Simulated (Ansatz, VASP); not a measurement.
# One calculation of BiTe, two programs

```
CELL_PARAMETERS angstrom
0.00000 3.20230 3.20230
3.20230 0.00000 3.20230
3.20230 3.20230 0.00000
ATOMIC_POSITIONS crystal
Bi 0.00000 0.00000 0.00000
Te 0.50000 0.50000 0.50000
```

Alike in both runs: functional PBE; dispersion D3(BJ); k mesh 12 × 12 × 12; occupations gaussian, width 0.1 eV; no spin polarisation.

Ansatz relaxed the structure, and its values are those at the end. VASP's run is a single point on that final structure, the one shown.

```csv
,VASP,Ansatz
version,VASP 6.6.1,Ansatz 0.2.0
potentials or method,"VASP PAW PBE potentials, release 64 (Bi_d, Te), cutoff 520 eV","scalar-relativistic, plane waves, PAW"
valence electrons in the cell,21,31
```

```csv
,VASP,Ansatz,Ansatz less VASP
gap on the k mesh at the Fermi level (eV),none,none,-
pressure (GPa),0.0,0.0,+0.05
```

A gap of «none» marks a metal or a gap that the smearing closes. VASP's potentials hold 21 valence electrons a cell and Ansatz's 31, so a difference there can come from the potentials and not from the codes.

Spin-orbit coupling is off throughout.
